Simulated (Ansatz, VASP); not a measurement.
In4Fe in VASP and in Ansatz

```
In Fe
1.0
    -3.09885    3.09885    3.09885
     3.09885   -3.09885    3.09885
     3.09885    3.09885   -3.09885
In Fe
4 1
Direct
  0.00000 0.00000 0.50000
  0.00000 0.50000 0.00000
  0.50000 0.00000 0.00000
  0.50000 0.50000 0.50000
  0.00000 0.00000 0.00000
```

Change from the starting cell: species swapped into the MnGa4 type (Im-3m, No. 229).

Alike in both runs: functional PBE; k mesh 4 × 4 × 4; occupations gaussian, width 0.1 eV; collinear spin.

Ansatz relaxed the structure, and its values are those at the end. VASP's run is a single point on that final structure, the one shown.

|  | VASP | Ansatz |
| --- | --- | --- |
| version | VASP 6.6.1 | Ansatz 0.2.0 |
| potentials or method | VASP PAW PBE potentials, release 64 (In_d, Fe), cutoff 520 eV | scalar-relativistic, plane waves, PAW |
| valence electrons in the cell | 60 | 68 |

```tsv
	VASP	Ansatz	Ansatz less VASP
gap on the k mesh at the Fermi level (eV)	none	none	-
pressure (GPa)	0.0	0.0	+0.03
net moment per atom (μB)	0.39	0.39	0.000
size of the moment on the site where the two differ most (μB)	1.91	1.93	+0.018
```

Site moments also hang on the region over which each program counts them. A gap of «none» marks a metal or a gap that the smearing closes. With one functional, cell and mesh, what is left measures potentials, basis and numerics. VASP's potentials hold 60 valence electrons a cell and Ansatz's 68, so a difference there can come from the potentials and not from the codes.
